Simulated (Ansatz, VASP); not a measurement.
# One calculation of Eu, two programs

```
Eu
1.0
    -2.30300    2.30300    2.30300
     2.30300   -2.30300    2.30300
     2.30300    2.30300   -2.30300
Eu
1
Direct
  0.00000 0.00000 0.00000
```

Alike in both runs: task single point; functional PBE; k mesh 7 × 7 × 7; occupations fermi-dirac, width 0.05 eV; collinear spin; fixed moment 7 μB.

|  | VASP | Ansatz |
| --- | --- | --- |
| version | VASP 6.6.1 | Ansatz 0.2.0 |
| potentials or method | VASP PAW PBE potentials, release 64 (Eu) | Ansatz PAW |
| plane-wave cutoff (eV) | 520 | 420 |
| valence electrons in the cell | 17 | 17 |

|  | VASP | Ansatz | Ansatz less VASP |
| --- | --- | --- | --- |
| pressure (GPa) | -1.9 | -1.7 | +0.20 |
| net moment per atom (μB) | 7.00 | 7.00 | 0.000 |
| size of the moment on the site where the two differ most (μB) | 6.62 | 6.92 | +0.297 |

Site moments also hang on the region over which each program counts them. With one functional, cell and mesh, what is left measures potentials, basis and numerics.

Neither program's run includes spin-orbit coupling.
